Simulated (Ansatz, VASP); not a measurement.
One calculation of ZrPt3, two programs

```
Zr Pt
1.0
     3.97130    0.00000    0.00000
     0.00000    3.97130    0.00000
     0.00000    0.00000    3.97130
Zr Pt
1 3
Direct
  0.00000 0.00000 0.00000
  0.00000 0.50000 0.50000
  0.50000 0.00000 0.50000
  0.50000 0.50000 0.00000
```

Alike in both runs: task relaxation of cell and atoms; functional LDA; k mesh 10 × 10 × 10; occupations fermi-dirac, width 0.15 eV; no spin polarisation.

|  | VASP | Ansatz |
| --- | --- | --- |
| version | VASP 6.6.1 | Ansatz 0.2.0 |
| potentials or method | VASP PAW LDA potentials, release 64 (Zr_sv, Pt), cutoff 600 eV | scalar-relativistic, plane waves, PAW |
| valence electrons in the cell | 42 | 66 |

```csv
,VASP,Ansatz,Ansatz less VASP
"gap on the k mesh at the Fermi level, each at its own relaxed structure (eV)",none,none,-
relaxed volume (Å³/atom),15.71,15.66,-0.048
relaxed length of the cell vector where the two differ most in proportion (Å),3.976,3.972,-0.0041
```

LDA's correlation is that of Perdew and Zunger in VASP and of Perdew and Wang (1992) in Ansatz. A gap of «none» marks a metal or a gap that the smearing closes. VASP's potentials hold 42 valence electrons a cell and Ansatz's 66, so a difference there can come from the potentials and not from the codes.

Spin-orbit coupling is off throughout.
